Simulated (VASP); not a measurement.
Write the native input for VASP 6.6.1 that does the following.

```
Task                   : single point
Functional             : PBE
Potentials or basis    : VASP PAW PBE potentials, release 64 (Be, Te)
Cutoff                 : 600 eV
k mesh                 : 6 × 6 × 6
Occupations            : gaussian, width 0.01 eV
Spin                   : no spin polarisation
Dipole correction      : no
Further INCAR settings : ALGO = Normal; EDIFF = 1e-06; NBANDS = 11
```

The structure of BeTe lies in POSCAR:

```
BeTe
1.0
    0.0000000000      2.7451556124      2.7451556124
    2.7451556124      0.0000000000      2.7451556124
    2.7451556124      2.7451556124      0.0000000000
Be Te
1 1
Direct
    0.0000000000      0.0000000000      0.0000000000
    0.2500000000      0.2500000000      0.2500000000
```

One way to write it, as run:

INCAR

```
PREC = Accurate
ENCUT = 600
EDIFF = 1E-6
ISMEAR = 0
SIGMA = 0.01
LREAL = F
LASPH = T
NELM = 120
ALGO = Normal
ISIF = 2
LWAVE = F
LCHARG = F
GGA = PE
NBANDS = 11
GGA_COMPAT = F
```

KPOINTS

```
Automatic mesh
0
Gamma
  6 6 6
```

Potentials or basis: VASP PAW PBE potentials, release 64 (Be, Te).

The run is started by

```console
$ cat potpaw_PBE.64/Be/POTCAR potpaw_PBE.64/Te/POTCAR > POTCAR
$ mpirun -np 1 vasp_std > vasp.out
```

It gave:

- Pressure: 6.6 GPa
- Band gap on the k mesh: 1.77 eV, indirect (least direct gap 3.53 eV)

Caveat: spin-orbit coupling is left out, which moves the levels of the heavy elements.

It took 5 s on 1 thread of Intel(R) Xeon(R) 6975P-C (Granite Rapids), on a shared host, peak memory 0.17 GiB.
